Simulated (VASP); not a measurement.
The system is KP5.

```
K P
1.0
     6.15469    0.00000    0.00000
    -3.07734    5.33011    0.00000
     0.00000    0.00000    3.43161
K P
1 5
Direct
  0.00000 0.00000 0.00000
  0.50000 0.00000 0.50000
  0.50000 0.50000 0.50000
  0.00000 0.50000 0.50000
  0.33333 0.66667 0.00000
  0.66667 0.33333 0.00000
```

The cell was built from a structure type or drawn by symmetry, and may not be a known phase.

| Item | Value |
| --- | --- |
| Program | VASP 6.6.1 |
| Task | relaxation of cell and atoms |
| Functional | PBE |
| Potentials or basis | VASP PAW PBE potentials, release 64 (K_sv, P) |
| Cutoff | 600 eV |
| k mesh | 3 × 3 × 6 |
| Occupations | gaussian, width 0.1 eV |
| Spin | no spin polarisation |

At the start: pressure 0.3 GPa; volume 18.76 Å³/atom.

Where does the relaxation end?

Over 8 steps the energy falls by 13.7 meV/atom and the volume is 19.04 Å³/atom (+1.5 %); space group P6/mmm (No. 191, to 0.1 Å) before and after.

The path:
```csv
step,energy change (eV),largest force (eV/Å),pressure (GPa),volume (Å³)
1,0.0000,0.0000,0.35,112.57
2,-0.0265,0.0000,0.42,113.22
3,-0.0347,0.0000,0.50,113.63
4,-0.0513,0.0000,-0.07,114.42
5,-0.0711,0.0000,-1.02,115.86
6,-0.0797,0.0000,-0.65,115.32
7,-0.0803,0.0000,0.42,113.33
8,-0.0820,0.0000,-0.08,114.27
```

Final structure:
```yaml
crystal:
  lattice:
    - [6.37649, 0.00000, 0.00000]
    - [-3.18824, 5.52220, 0.00000]
    - [0.00000, 0.00000, 3.24516]
  atoms:
    - { symbol: K, position: [0.00000, 0.00000, 0.00000] }
    - { symbol: P, position: [0.50000, 0.00000, 0.50000] }
    - { symbol: P, position: [0.50000, 0.50000, 0.50000] }
    - { symbol: P, position: [0.00000, 0.50000, 0.50000] }
    - { symbol: P, position: [0.33333, 0.66667, 0.00000] }
    - { symbol: P, position: [0.66667, 0.33333, 0.00000] }
```

Caveat: the k points lie up to 0.38 Å⁻¹ apart in the final cell, too coarse for converged energies and pressures of a metal.
